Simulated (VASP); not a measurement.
Crystal: Al.

```
CELL_PARAMETERS angstrom
0.00000 -3.21288 0.00000
-3.21288 0.00000 0.00000
0.00000 0.00000 -3.21288
ATOMIC_POSITIONS crystal
Al 0.50811 0.49625 0.50270
Al 0.99189 0.00375 0.99730
```

- Program: VASP 6.6.1
- Task: relaxation of the atoms
- Functional: PBEsol
- Potentials or basis: VASP PAW PBE potentials, release 64 (Al)
- Cutoff: 520 eV
- k mesh: 10 × 10 × 10
- Occupations: gaussian, width 0.15 eV
- Spin: no spin polarisation

At the start: pressure 0.5 GPa; volume 16.58 Å³/atom.

**Question.** How do energy, volume and symmetry change on relaxing?

**Answer.** Over 3 steps the energy falls by 3.5 meV/atom at a fixed cell; space group C2/m (No. 12, to 0.1 Å) before, Im-3m (No. 229, to 0.1 Å).

Step by step:
```csv
step,energy change (eV),largest force (eV/Å),pressure (GPa)
1,0.0000,0.2335,0.47
2,-0.0043,0.1440,0.41
3,-0.0069,0.0040,0.38
```

Final structure:
```yaml
crystal:
  lattice:
    - [0.00000, -3.21288, 0.00000]
    - [-3.21288, 0.00000, 0.00000]
    - [0.00000, 0.00000, -3.21288]
  atoms:
    - { symbol: Al, position: [0.50016, 0.49992, 0.50006] }
    - { symbol: Al, position: [0.99984, 0.00008, 0.99994] }
```

Caveat: the PAW data sets were made with another functional, which shifts forces and pressure a little.
